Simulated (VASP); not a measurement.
**MgB2: single point with PBE**

MgB2:

```
Mg B
1.0
     3.03140    0.00000    0.00000
    -1.51570    2.62527    0.00000
     0.00000    0.00000    3.40529
Mg B
1 2
Cartesian
  0.0000 0.0000 0.0000
  1.5157 0.8751 1.7026
  0.0000 1.7502 1.7026
```

- Program: VASP 6.6.1
- Task: single point
- Functional: PBE
- Potentials or basis: VASP PAW PBE potentials, release 64 (Mg, B)
- Cutoff: 520 eV
- k mesh: 10 × 10 × 8
- Occupations: fermi-dirac, width 0.05 eV
- Spin: no spin polarisation

```
Pressure               : 9.8 GPa
Band gap on the k mesh : zero (bands 4 and 5 overlap by 2.71 eV)
```

Stress tensor (GPa, compression positive):
```
9.85 0.00 0.00
0.00 9.85 0.00
0.00 0.00 9.64
```

Levels at points of the mesh, in eV from the Fermi level:
```tsv
k point	band 1	band 2	band 3	band 4	band 5	band 6	band 7	band 8	band 9
(0.00, 0.00, 0.00)	-12.87	-2.95	0.28	0.28	2.04	6.38	6.38	8.50	10.39
(0.50, 0.00, 0.00)	-8.84	-8.19	-2.36	0.25	3.29	3.87	5.83	7.86	13.33
(0.00, 0.00, 0.50)	-11.44	-7.77	0.72	0.72	6.71	6.71	8.12	10.62	10.96
(0.50, 0.00, 0.50)	-7.73	-7.18	-3.81	-2.04	-1.42	5.99	9.19	9.26	14.13
```

It took 11 s on 1 thread of Intel(R) Xeon(R) Platinum 8559C (Emerald Rapids), with other jobs on the host, peak memory 0.15 GiB.

Caveat: the cell stands under pressure.
